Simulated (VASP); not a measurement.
The system is Al.

```
Al
1.0
    -1.59122    1.59122    1.59122
     1.59122   -1.59122    1.59122
     1.59122    1.59122   -1.59122
Al
1
Direct
  0.00000 0.00000 0.00000
```

Base run:

* Program: VASP 6.6.1
* Functional: r2SCAN
* Potentials or basis: VASP PAW PBE potentials, release 64 (Al)
* Cutoff: 520 eV
* k mesh: 12 × 12 × 12
* Occupations: fermi-dirac, width 0.5 eV
* Spin: no spin polarisation

Its results: pressure 1.2 GPa.

Question: The run is repeated on the same cell with these changes: occupations from fermi-dirac, width 0.5 eV to fermi-dirac, width 0.2 eV; further incar settings from ALGO = Normal; EDIFF = 1e-06; NBANDS = 8 to ALGO = Normal; EDIFF = 1e-07; NBANDS = 8. What comes out?

Answer: Pressure 0.3 GPa.

Caveats: the PAW data sets were made with another functional, which shifts forces and pressure a little.
